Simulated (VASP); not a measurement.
# Pt (P6_3/mmc) in VASP: relaxation of cell and atoms with PBEsol

Aim: the relaxation of cell and atoms of Pt with PBEsol.

Everything below comes from runs of VASP 6.6.1. Logs are shortened: lines on timing, memory, paths and dates and some standing lists are left out, and cuts for length are marked.

### Step 1. The cell of the first run

Symmetry: P6_3/mmc, No. 194, hexagonal system. Conventional cell: a = 2.725 Å, b = 2.725 Å, c = 9.413 Å, α = 90.00°, β = 90.00°, γ = 120.00°. Pt (site symmetry -3m) has 12 Pt at 2.73 to 2.83 Å within 3.6 Å. Within 3.6 Å of Pt (site symmetry -6m2) lie 12 Pt at 2.73 to 2.83 Å.

This isn't the form of Pt at room conditions, which is fcc.

### Step 2. Relaxation of cell and atoms, PBEsol

The input, INCAR:

```
PREC = Accurate
ENCUT = 600
EDIFF = 1E-7
ISMEAR = 0
SIGMA = 0.1
LREAL = F
LASPH = T
NELM = 80
ALGO = Fast
ISIF = 3
LWAVE = F
LCHARG = F
GGA = PS
IBRION = 2
NSW = 65
EDIFFG = -0.01
```

The input, KPOINTS:

```
regular mesh
0
Gamma
  18 18 5
```

The input, POSCAR:

```
Pt
1.0
    2.7252000919      0.0000000000      0.0000000000
   -1.3626000460      2.3600925100      0.0000000000
    0.0000000000      0.0000000000      9.4131933177
Pt
4
Direct
    0.0000000000      0.0000000000      0.0000000000
    0.3333333333      0.6666666667      0.2500000000
    0.0000000000      0.0000000000      0.5000000000
    0.6666666667      0.3333333333      0.7500000000
```

Potentials or basis: VASP PAW PBE potentials, release 64 (Pt).

The run is started by

```console
$ cat potpaw_PBE.64/Pt/POTCAR > POTCAR
$ mpirun -np 1 vasp_std > vasp.out
```

OUTCAR:

```text
PREC = Accurate
   ENCUT = 600
   EDIFF = 1E-7
   ISMEAR = 0
   LREAL = F
   LASPH = T
   NELM = 80
   ISIF = 3
   GGA = PS
   IBRION = 2
   NSW = 65
   EDIFFG = -0.01

 ion  position               nearest neighbor table
   1  0.000  0.000  0.000-   2 2.83   4 2.83   4 2.83   2 2.83   4 2.83   2 2.83
   2  0.333  0.667  0.250-   1 2.83   3 2.83   1 2.83   3 2.83   1 2.83   3 2.83
   3  0.000  0.000  0.500-   2 2.83   4 2.83   4 2.83   2 2.83   4 2.83   2 2.83
   4  0.667  0.333  0.750-   1 2.83   3 2.83   1 2.83   3 2.83   1 2.83   3 2.83

  LATTYP: Found a hexagonal cell.
 ALAT       =     2.7252000919
 C/A-ratio  =     3.4541292383

  Lattice vectors:

 A1 = (   2.7252000919,   0.0000000000,   0.0000000000)
 A2 = (  -1.3626000460,   2.3600925100,   0.0000000000)
 A3 = (   0.0000000000,   0.0000000000,   9.4131933177)

Analysis of symmetry for initial positions (statically):
=====================================================================
 Subroutine PRICEL returns:
 Original cell was already a primitive cell.

 Routine SETGRP: Setting up the symmetry group for a
 hexagonal supercell.

 Subroutine GETGRP returns: Found 24 space group operations
 (whereof 12 operations were pure point group operations)
 out of a pool of 24 trial point group operations.

The static configuration has the point symmetry D_3d.
 The point group associated with its full space group is D_6h.

Analysis of symmetry for dynamics (positions and initial velocities):
=====================================================================
 Subroutine PRICEL returns:
 Original cell was already a primitive cell.

 Routine SETGRP: Setting up the symmetry group for a
 hexagonal supercell.

 Subroutine GETGRP returns: Found 24 space group operations
 (whereof 12 operations were pure point group operations)
 out of a pool of 24 trial point group operations.

The dynamic configuration has the point symmetry D_3d.
 The point group associated with its full space group is D_6h.

 Subroutine INISYM returns: Found 24 space group operations
 (whereof 12 operations are pure point group operations),
 and found     1 'primitive' translations

----------------------------------------------------------------------------------------

                                     Primitive cell

  volume of cell :      60.5431

  direct lattice vectors                    reciprocal lattice vectors
     2.725200092  0.000000000  0.000000000     0.366945533  0.211856102  0.000000000
    -1.362600046  2.360092510  0.000000000     0.000000000  0.423712204  0.000000000
     0.000000000  0.000000000  9.413193318     0.000000000  0.000000000  0.106233875

  length of vectors
     2.725200092  2.725200092  9.413193318     0.423712204  0.423712204  0.106233875

  position of ions in fractional coordinates (direct lattice)
     0.000000000  0.000000000  0.000000000
     0.333333333  0.666666667  0.250000000
     0.000000000  0.000000000  0.500000000
     0.666666667  0.333333333  0.750000000

  ion indices of the primitive-cell ions
   primitive index   ion index
                 1           1
                 2           2
                 3           3
                 4           4

----------------------------------------------------------------------------------------

 KPOINTS: regular mesh

Automatic generation of k-mesh.
 Grid dimensions read from file:
 generate k-points for:   18   18    5

 Generating k-lattice:

  Cartesian coordinates                     Fractional coordinates (reciprocal lattice)
     0.020385863  0.011769783  0.000000000     0.055555556  0.000000000  0.000000000
     0.000000000  0.023539567  0.000000000     0.000000000  0.055555556  0.000000000
     0.000000000  0.000000000  0.021246775     0.000000000  0.000000000  0.200000000

  Length of vectors
     0.023539567  0.023539567  0.021246775

  Shift w.r.t. Gamma in fractional coordinates (k-lattice)
     0.000000000  0.000000000  0.000000000

 Subroutine IBZKPT returns following result:
 ===========================================

 Found    111 irreducible k-points:

 Following reciprocal coordinates:
            Coordinates               Weight
  0.000000  0.000000  0.000000      1.000000
  0.055556  0.000000  0.000000      6.000000
  0.111111  0.000000  0.000000      6.000000
  0.166667  0.000000  0.000000      6.000000
  0.222222  0.000000  0.000000      6.000000
  0.277778  0.000000  0.000000      6.000000
[... 16 lines left out ...]
  0.333333  0.111111  0.000000     12.000000
  0.388889  0.111111  0.000000     12.000000
 [... further k-points ...]
   k-points           NKPTS =    111   k-points in BZ     NKDIM =    111   number of bands    NBANDS=     24
   number of dos      NEDOS =    301   number of ions     NIONS =      4
   total plane-waves  NPLWV =  46080
   dimension x,y,z NGX =    24 NGY =   24 NGZ =   80
   dimension x,y,z NGXF=    48 NGYF=   48 NGZF=  160
   ions per type =               4
   NGX,Y,Z   is equivalent  to a cutoff of  14.64, 14.64, 14.13 a.u.
   NGXF,Y,Z  is equivalent  to a cutoff of  29.28, 29.28, 28.26 a.u.
 SYSTEM =  unknown system
   PREC   = accura    normal or accurate (medium, high low for compatibility)
   ISTART =      0    job   : 0-new  1-cont  2-samecut
   ICHARG =      2    charge: 1-file 2-atom 10-const
   ISPIN  =      1    spin polarized calculation?
   LNONCOLLINEAR =      F non collinear calculations
   LSORBIT =      F    spin-orbit coupling
   LASPH  =      T    aspherical Exc in radial PAW
   ENCUT  =  600.0 eV  44.10 Ry    6.64 a.u.   5.44  5.44 18.80*2*pi/ulx,y,z
   NELM   =     80;   NELMIN=  2; NELMDL= -5     # of ELM steps
   EDIFF  = 0.1E-06   stopping-criterion for ELM
   LREAL  =      F    real-space projection
   EDIFFG = -.1E-01   stopping-criterion for IOM
   NSW    =     65    number of steps for IOM
   IBRION =      2    ionic relax: 0-MD 1-quasi-New 2-CG
   NFREE  =      1    steps in history (QN), initial steepest desc. (CG)
   ISIF   =      3    stress and relaxation
   ISYM   =      2    0-nonsym 1-usesym 2-fastsym
   POTIM  = 0.5000    time-step for ionic-motion
   TEBEG  =    0.0;   TEEND  =   0.0 temperature during run
   PSTRESS=    0.0 pullay stress
   NELECT =      40.0000    total number of electrons
   NUPDOWN=      -1.0000    fix difference up-down
   EMIN   =  10.00;   EMAX   =-10.00  energy-range for DOS
   EFERMI =   0.00;   METHOD = LEGACY
   ISMEAR =     0;   SIGMA  =   0.10  broadening in eV -4-tet -1-fermi 0-gaus
   EFERMI_NEDOS =   21; number of points for ismear=-14 and -15
   IALGO  =     68    algorithm
   IMIX   =      4    mixing-type and parameters
     AMIX     =   0.40;   BMIX     =  1.00
     AMIX_MAG =   1.60;   BMIX_MAG =  1.00
  volume/ion in A,a.u.               =      15.14       102.14
  Fermi-wavevector in a.u.,A,eV,Ry     =   1.425848  2.694463 27.661239  2.033044
  Thomas-Fermi vector in A             =   2.546189
   LORBIT       =      0    0 simple, 1 ext, 2 COOP (PROOUT), +10 PAW based schemes
   GGA     = PS    functional components
   LHFCALC =     F    Hartree Fock is set to
   AEXX    =    0.0000 exact exchange contribution
   IVDW    =     0    specifies the selected vdW correction
   LEPSILON=     F    determine dielectric tensor
   LRPA    =     F    only Hartree local field effects (RPA)
 conjugate gradient relaxation of ions
 non-spin polarized calculation
 RMM-DIIS sequential band-by-band and
 Gauss-broadening in eV      SIGMA  =   0.10
  energy-cutoff  :      600.00
  volume of cell :       60.54
 maximum number of plane-waves:      2077
 NGX is ok and might be reduce to    24
   NGX = 11   NGY = 11   NGZ = 37

--------------------------------------- Ionic step        1  -------------------------------------------

 number of electron      40.0000000 magnetization

 Free energy of the ion-electron system (eV)
  ---------------------------------------------------
  ext. energy  EPLUGINS =         0.00000000
  ---------------------------------------------------
  free energy    TOTEN  =       -27.72105957 eV

  energy without entropy =      -27.68751189  energy(sigma->0) =      -27.70428573

------------------------ aborting loop because EDIFF is reached ----------------------------------------

  FORCE on cell =-STRESS in cart. coord.  units (eV):
  Direction    XX          YY          ZZ          XY          YZ          ZX
  --------------------------------------------------------------------------------------
  -------------------------------------------------------------------------------------
  Total        0.3525251      0.3525251     -1.5792432     -0.0000000      0.0000000      0.0000000
  in kB        9.3290239      9.3290239    -41.7921955     -0.0000000      0.0000000      0.0000000
  external PRESSURE =      -7.7113825 kB  Pullay stress =       0.0000000 kB
[... 213 lines left out ...]
  energy  without entropy=      -27.7022413535  energy(sigma->0) =      -27.72114829

--------------------------------------- Ionic step        7  -------------------------------------------

 number of electron      40.0000004 magnetization

 Free energy of the ion-electron system (eV)
  ---------------------------------------------------
  ext. energy  EPLUGINS =         0.00000000
  ---------------------------------------------------
  free energy    TOTEN  =       -27.74007248 eV

  energy without entropy =      -27.70215610  energy(sigma->0) =      -27.72111429

 E-fermi :  11.1357     XC(G=0): -13.6353

 val. band max:       11.1293888356   @ k =   0.4444   0.0000   0.2000
 cond. band min:      11.1368615829   @ k =   0.3333   0.0556   0.4000
 fundamental gap:      0.0074727473
 Fermi energy:        11.1357121675

 k-point     1 :       0.0000    0.0000    0.0000
  band No.  band energies     occupation
      1       0.8109      2.00000
      2       2.7512      2.00000
      3       2.7590      2.00000
      4       3.6514      2.00000
      5       6.8684      2.00000
      6       6.9186      2.00000
[... 637 lines left out ...]
     23      13.6613      0.00000
     24      16.2348      0.00000

 [... further k-points ...]
[... 5 lines left out ...]
  --------------------------------------------------------------------------------------
  -------------------------------------------------------------------------------------
  Total        0.0121780      0.0121780      0.0118951     -0.0000000      0.0000000     -0.0000000
  in kB        0.3239091      0.3239091      0.3163850     -0.0000000      0.0000000     -0.0000000
  external PRESSURE =       0.3214011 kB  Pullay stress =       0.0000000 kB
[... 19 lines left out ...]
  FREE ENERGIE OF THE ION-ELECTRON SYSTEM (eV)
  ---------------------------------------------------
  free  energy   TOTEN  =       -27.7400724845 eV

  energy  without entropy=      -27.7021561043  energy(sigma->0) =      -27.72111429

 reached required accuracy - stopping structural energy minimisation
```

Run time: 30 min. Hardware: 1 thread of Oxide Virtual Turin-like, shared host; peak memory 0.28 GiB.

What came out:

```yaml
Free_energy: -27.7401 eV
Relaxed_volume: 15.06 Å³/atom
Relaxed_cell: a = 2.747 Å, b = 2.747 Å, c = 9.215 Å, α = 90.00°, β = 90.00°, γ = 120.00°
Space_group_after_relaxing_to_0.1_Å: P6_3/mmc (No. 194)
Energy_gained_by_relaxing: 4.8 meV/atom
Ionic_steps: 7
Pressure_after_relaxing: 0.0 GPa
```

Step by step:
```tsv
step	energy change (eV)	largest force (eV/Å)	pressure (GPa)	volume (Å³)
1	0.0000	0.0000	-0.77	60.54
2	-0.0164	0.0000	1.76	59.90
3	-0.0164	0.0000	1.71	59.91
4	-0.0088	0.0000	-3.44	60.98
5	-0.0190	0.0000	-0.08	60.26
6	-0.0190	0.0000	-0.06	60.26
7	-0.0190	0.0000	0.03	60.24
```

Final structure:
```
Pt
1.0
     2.74731    0.00000    0.00000
    -1.37365    2.37924    0.00000
     0.00000    0.00000    9.21545
Pt
4
Direct
  0.00000 0.00000 0.00000
  0.33333 0.66667 0.25000
  0.00000 0.00000 0.50000
  0.66667 0.33333 0.75000
```

Caveat: the highest band is partly filled, so the run has too few bands; the PAW data sets were made with another functional, which shifts forces and pressure a little; spin-orbit coupling is left out, which moves the levels of the heavy elements.
